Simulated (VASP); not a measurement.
# Sb (Pm-3m) in VASP: a series of runs

The runs below take Sb through single point, relaxation of cell and atoms, with r2SCAN.

Program: VASP 6.6.1. These are calculated values, not measurements. Logs are shortened: lines on timing, memory, paths and dates and some standing lists are left out, and cuts for length are marked.

## 1. The cell of the first run

It takes space group Pm-3m (No. 221, cubic). The conventional cell has a = 3.088 Å, b = 3.088 Å, c = 3.088 Å, α = 90.00°, β = 90.00°, γ = 90.00°. Sb (site symmetry m-3m) has 6 Sb at 3.09 Å within 4.1 Å.

## 2. Single point, r2SCAN

Input file POSCAR:

```
Sb
1.0
    3.0875981523      0.0000000000      0.0000000000
    0.0000000000      3.0875981523      0.0000000000
    0.0000000000      0.0000000000      3.0875981523
Sb
1
Direct
    0.0000000000      0.0000000000      0.0000000000
```

Input file INCAR.step1:

```
PREC     = Accurate       # precision mode
ENCUT    = 520            # plane-wave cutoff, eV
ISMEAR   = 0              # smearing method
SIGMA    = 0.1            # smearing width, eV
LREAL    = F              # projectors in reciprocal space
LASPH    = T              # aspherical terms in the spheres
NELM     = 60             # most SCF steps
NBANDS   = 8              # bands
GGA      = PE             # functional
ALGO     = Normal         # electronic algorithm
EDIFF    = 1E-4           # SCF threshold, eV
LWAVE    = T              # write WAVECAR
LCHARG   = F              # write CHGCAR
```

Input file INCAR.step2:

```
PREC     = Accurate       # precision mode
ENCUT    = 520            # plane-wave cutoff, eV
EDIFF    = 1E-6           # SCF threshold, eV
ISMEAR   = 0              # smearing method
SIGMA    = 0.1            # smearing width, eV
LREAL    = F              # projectors in reciprocal space
LASPH    = T              # aspherical terms in the spheres
NELM     = 60             # most SCF steps
ALGO     = Normal         # electronic algorithm
ISIF     = 2              # what is computed and relaxed
LWAVE    = F              # write WAVECAR
LCHARG   = F              # write CHGCAR
METAGGA  = R2SCAN         # meta-GGA
LMIXTAU  = T            
NBANDS   = 8              # bands
ISTART   = 1
```

Input file KPOINTS:

```
Automatic mesh
0
Gamma
  6 6 6
```

Potentials or basis: VASP PAW PBE potentials, release 64 (Sb).

The run is started by

```sh
$ cat potpaw_PBE.64/Sb/POTCAR > POTCAR
$ cp INCAR.step1 INCAR
$ mpirun -np 1 vasp_std > vasp.out
$ cp INCAR.step2 INCAR
$ mpirun -np 1 vasp_std > vasp.out
```

OUTCAR:

```text
PREC = Accurate
   ENCUT = 520
   EDIFF = 1E-6
   ISMEAR = 0
   LREAL = F
   LASPH = T
   NELM = 60
   ISIF = 2
   METAGGA = R2SCAN
   ISTART = 1

 ion  position               nearest neighbor table
   1  0.000  0.000  0.000-

  LATTYP: Found a simple cubic cell.
 ALAT       =     3.0875981523

  Lattice vectors:

 A1 = (   3.0875981523,   0.0000000000,   0.0000000000)
 A2 = (   0.0000000000,   3.0875981523,   0.0000000000)
 A3 = (   0.0000000000,   0.0000000000,   3.0875981523)

Analysis of symmetry for initial positions (statically):
=====================================================================
 Subroutine PRICEL returns:
 Original cell was already a primitive cell.

 Routine SETGRP: Setting up the symmetry group for a
 simple cubic supercell.

 Subroutine GETGRP returns: Found 48 space group operations
 (whereof 48 operations were pure point group operations)
 out of a pool of 48 trial point group operations.

The static configuration has the point symmetry O_h .

Analysis of symmetry for dynamics (positions and initial velocities):
=====================================================================
 Subroutine PRICEL returns:
 Original cell was already a primitive cell.

 Routine SETGRP: Setting up the symmetry group for a
 simple cubic supercell.

 Subroutine GETGRP returns: Found 48 space group operations
 (whereof 48 operations were pure point group operations)
 out of a pool of 48 trial point group operations.

The dynamic configuration has the point symmetry O_h .

 Subroutine INISYM returns: Found 48 space group operations
 (whereof 48 operations are pure point group operations),
 and found     1 'primitive' translations

----------------------------------------------------------------------------------------

                                     Primitive cell

  volume of cell :      29.4349

  direct lattice vectors                    reciprocal lattice vectors
     3.087598152  0.000000000  0.000000000     0.323876344  0.000000000  0.000000000
     0.000000000  3.087598152  0.000000000     0.000000000  0.323876344  0.000000000
     0.000000000  0.000000000  3.087598152     0.000000000  0.000000000  0.323876344

  length of vectors
     3.087598152  3.087598152  3.087598152     0.323876344  0.323876344  0.323876344

  position of ions in fractional coordinates (direct lattice)
[... 72 lines left out ...]
   EDIFF  = 0.1E-05   stopping-criterion for ELM
   LREAL  =      F    real-space projection
   EDIFFG = 0.1E-04   stopping-criterion for IOM
   NSW    =      0    number of steps for IOM
   IBRION =     -1    ionic relax: 0-MD 1-quasi-New 2-CG
   NFREE  =      0    steps in history (QN), initial steepest desc. (CG)
   ISIF   =      2    stress and relaxation
   ISYM   =      2    0-nonsym 1-usesym 2-fastsym
   POTIM  = 0.5000    time-step for ionic-motion
   TEBEG  =    0.0;   TEEND  =   0.0 temperature during run
   PSTRESS=    0.0 pullay stress
   NELECT =       5.0000    total number of electrons
   NUPDOWN=      -1.0000    fix difference up-down
   EMIN   =  10.00;   EMAX   =-10.00  energy-range for DOS
   EFERMI =   0.00;   METHOD = LEGACY
   ISMEAR =     0;   SIGMA  =   0.10  broadening in eV -4-tet -1-fermi 0-gaus
   EFERMI_NEDOS =   21; number of points for ismear=-14 and -15
   IALGO  =     38    algorithm
   IMIX   =      4    mixing-type and parameters
     AMIX     =   0.40;   BMIX     =  1.00
     AMIX_MAG =   1.60;   BMIX_MAG =  1.00
  volume/ion in A,a.u.               =      29.43       198.64
  Fermi-wavevector in a.u.,A,eV,Ry     =   0.906659  1.713337 11.184409  0.822031
  Thomas-Fermi vector in A             =   2.030373
   LORBIT       =      0    0 simple, 1 ext, 2 COOP (PROOUT), +10 PAW based schemes
   METAGGA = R2SCAN    functional components
   LHFCALC =     F    Hartree Fock is set to
   AEXX    =    0.0000 exact exchange contribution
   IVDW    =     0    specifies the selected vdW correction
   LEPSILON=     F    determine dielectric tensor
   LRPA    =     F    only Hartree local field effects (RPA)
 non-spin polarized calculation
 Gauss-broadening in eV      SIGMA  =   0.10
  energy-cutoff  :      520.00
  volume of cell :       29.43
 maximum number of plane-waves:       840
 NGX is ok and might be reduce to    24
   NGX = 11   NGY = 11   NGZ = 11

 number of electron       4.9999999 magnetization

 Free energy of the ion-electron system (eV)
  ---------------------------------------------------
  ext. energy  EPLUGINS =         0.00000000
  ---------------------------------------------------
  free energy    TOTEN  =       -25.66642860 eV

  energy without entropy =      -25.66380858  energy(sigma->0) =      -25.66511859

 E-fermi :   7.5327     XC(G=0): -10.1678

 val. band max:        7.4392641253   @ k =   0.1667   0.1667   0.0000
 cond. band min:       7.6261197145   @ k =   0.5000   0.3333   0.3333
 fundamental gap:      0.1868555892
 Fermi energy:         7.5326955857

 k-point     1 :       0.0000    0.0000    0.0000
  band No.  band energies     occupation
      1      -5.8509      2.00000
      2      10.7084      0.00000
      3      10.7084      0.00000
      4      10.7084      0.00000
      5      14.4895      0.00000
      6      14.4895      0.00000
      7      16.4613      0.00000
      8      25.7614      0.00000
[... 199 lines left out ...]
 k-point    20 :       0.5000    0.5000    0.5000
  band No.  band energies     occupation
      1       2.8620      2.00000
      2       5.3964      2.00000
      3       5.3964      2.00000
      4       5.3964      2.00000
      5      12.3864      0.00000
      6      12.3864      0.00000
      7      12.3864      0.00000
      8      14.7511      0.00000

------------------------ aborting loop because EDIFF is reached ----------------------------------------

  FORCE on cell =-STRESS in cart. coord.  units (eV):
  Direction    XX          YY          ZZ          XY          YZ          ZX
  --------------------------------------------------------------------------------------
  -------------------------------------------------------------------------------------
  Total       -0.0030250     -0.0030250     -0.0030250     -0.0000000      0.0000000     -0.0000000
  in kB       -0.1646519     -0.1646519     -0.1646519     -0.0000000      0.0000000     -0.0000000
  external PRESSURE =      -0.1646519 kB  Pullay stress =       0.0000000 kB

 VOLUME and BASIS-vectors are now :
 -----------------------------------------------------------------------------
  energy-cutoff  :      520.00
  volume of cell :       29.43
      direct lattice vectors                 reciprocal lattice vectors
     3.087598152  0.000000000  0.000000000     0.323876344  0.000000000  0.000000000
     0.000000000  3.087598152  0.000000000     0.000000000  0.323876344  0.000000000
     0.000000000  0.000000000  3.087598152     0.000000000  0.000000000  0.323876344

 POSITION                                       TOTAL-FORCE (eV/Angst)
 -----------------------------------------------------------------------------------
      0.00000      0.00000      0.00000         0.000000      0.000000      0.000000
 -----------------------------------------------------------------------------------
    total drift:                               -0.000000      0.000000      0.000000

  FREE ENERGIE OF THE ION-ELECTRON SYSTEM (eV)
  ---------------------------------------------------
  free  energy   TOTEN  =       -25.6664285979 eV

  energy  without entropy=      -25.6638085835  energy(sigma->0) =      -25.66511859
```

OSZICAR.step1:

```text
N       E                     dE             d eps       ncg     rms          rms(c)
DAV:   1     0.463125233687E+01    0.46313E+01   -0.17062E+03   320   0.411E+02
DAV:   2    -0.401740188543E+01   -0.86487E+01   -0.84079E+01   440   0.507E+01
DAV:   3    -0.410958997178E+01   -0.92188E-01   -0.92169E-01   376   0.586E+00
DAV:   4    -0.410988613803E+01   -0.29617E-03   -0.29617E-03   504   0.376E-01
DAV:   5    -0.410988741116E+01   -0.12731E-05   -0.12736E-05   392   0.146E-02    0.199E+00
DAV:   6    -0.411260521721E+01   -0.27178E-02   -0.60611E-04   432   0.184E-01    0.119E+00
DAV:   7    -0.411454209994E+01   -0.19369E-02   -0.16135E-03   344   0.290E-01    0.754E-02
DAV:   8    -0.411460377748E+01   -0.61678E-04   -0.67764E-05   424   0.555E-02
   1 F= -.41146038E+01 E0= -.41117390E+01  d E =-.572949E-02
```

Run time: 5.8 s. Hardware: 1 thread of Intel Xeon 6975P-C (Granite Rapids), shared host; peak memory 0.14 GiB.

What came out:

```
Free energy : -25.6664 eV
Pressure    : 0.0 GPa
```

Levels at points of the mesh, in eV from the Fermi level:
```tsv
k point	band 1	band 2	band 3	band 4	band 5
(0.00, 0.00, 0.00)	-13.38	3.18	3.18	3.18	6.96
(0.50, 0.00, 0.00)	-10.76	-6.26	5.36	5.36	9.07
(0.50, 0.50, 0.00)	-7.92	-4.15	-4.15	2.13	7.62
(0.50, 0.50, 0.50)	-4.67	-2.14	-2.14	-2.14	4.85
```

Caveat: the PAW data sets were made with another functional, which shifts forces and pressure a little; spin-orbit coupling is left out, which moves the levels of the heavy elements.

## 3. Relaxation of cell and atoms, r2SCAN

This run uses another cell than the first one, of 33.08 Å³/atom, 1.124 times its volume.

Input file POSCAR:

```
Sb
1.0
    3.2100000000      0.0000000000      0.0000000000
    0.0000000000      3.2100000000      0.0000000000
    0.0000000000      0.0000000000      3.2100000000
Sb
1
Direct
    0.0000000000      0.0000000000      0.0000000000
```

Input file INCAR.step1:

```
PREC = Accurate
ENCUT = 600
ISMEAR = 0
SIGMA = 0.1
LREAL = False
LASPH = True
NELM = 100
GGA = PE
ALGO = Normal
EDIFF = 1E-4
LWAVE = True
LCHARG = False
```

Input file INCAR.step2:

```
PREC = Accurate
ENCUT = 600
EDIFF = 1E-7
ISMEAR = 0
SIGMA = 0.1
LREAL = False
LASPH = True
NELM = 100
ALGO = Normal
ISIF = 3
LWAVE = False
LCHARG = False
METAGGA = R2SCAN
LMIXTAU = True
IBRION = 2
NSW = 80
EDIFFG = -0.02
ISTART = 1
```

Input file KPOINTS:

```
regular mesh
0
Gamma
  6 6 6
```

Potentials or basis: VASP PAW PBE potentials, release 64 (Sb).

The run is started by

```sh
$ cat potpaw_PBE.64/Sb/POTCAR > POTCAR
$ cp INCAR.step1 INCAR
$ mpirun -np 1 vasp_std > vasp.out
$ cp INCAR.step2 INCAR
$ mpirun -np 1 vasp_std > vasp.out
```

It took 37 s on 1 thread of Intel Xeon 6975P-C (Granite Rapids), shared host; peak memory 0.16 GiB.

The run converged. Its results:

- Free energy: -25.6666 eV
- Relaxed volume: 29.43 Å³/atom
- Relaxed cell: a = 3.088 Å, b = 3.088 Å, c = 3.088 Å, α = 90.00°, β = 90.00°, γ = 90.00°
- Space group after relaxing (to 0.05 Å): Pm-3m (No. 221)
- Energy gained by relaxing: 53.2 meV/atom
- Ionic steps: 4
- Pressure after relaxing: 0.0 GPa

The path:
```tsv
step	energy change (eV)	largest force (eV/Å)	pressure (GPa)	volume (Å³)
1	0.0000	0.0000	-4.38	33.08
2	-0.0517	0.0000	0.98	28.93
3	-0.0531	0.0000	-0.13	29.50
4	-0.0532	0.0000	0.00	29.43
```

Final structure:
```xyz
1
Lattice="3.0875 0.0000 0.0000 0.0000 3.0875 0.0000 0.0000 0.0000 3.0875" Properties=species:S:1:pos:R:3 pbc="T T T"
Sb    0.0000    0.0000    0.0000
```

Levels at points of the mesh, in eV from the Fermi level:
```tsv
k point	band 1	band 2	band 3	band 4	band 5	band 6
(0.00, 0.00, 0.00)	-13.38	3.18	3.18	3.18	6.96	6.96
(0.50, 0.00, 0.00)	-10.76	-6.27	5.36	5.36	9.07	11.08
(0.50, 0.50, 0.00)	-7.92	-4.15	-4.15	2.13	7.62	13.31
(0.50, 0.50, 0.50)	-4.67	-2.14	-2.14	-2.14	4.85	4.85
```

Caveat: the PAW data sets were made with another functional, which shifts forces and pressure a little; spin-orbit coupling is left out, which moves the levels of the heavy elements.
